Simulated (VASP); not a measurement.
Crystal: AlN.

```
CELL_PARAMETERS angstrom
3.11375 0.00000 0.00000
-1.55688 2.69659 0.00000
0.00000 0.00000 4.98330
ATOMIC_POSITIONS crystal
Al 0.33333 0.66667 0.99998
Al 0.66667 0.33333 0.49998
N 0.33333 0.66667 0.38202
N 0.66667 0.33333 0.88202
```

Base run:

| Property | Result |
| --- | --- |
| Program | VASP 6.6.1 |
| Functional | PBE |
| Potentials or basis | VASP PAW PBE potentials, release 64 (Al, N) |
| Cutoff | 600 eV |
| k mesh | 8 × 8 × 6 |
| Occupations | gaussian, width 0.01 eV |
| Spin | no spin polarisation |

Its results: band gap on the k mesh 4.19 eV, direct; pressure 3.1 GPa; largest force 0.005 eV/Å.

**Question.** The run is repeated on the same cell with these changes: functional from PBE to LDA; potentials or basis from VASP PAW PBE potentials, release 64 (Al, N) to VASP PAW LDA potentials, release 64 (Al, N). What comes out?

**Answer.** Band gap on the k mesh 4.21 eV, direct; pressure -4.4 GPa; largest force 0.013 eV/Å.

A k mesh can miss the band edges.
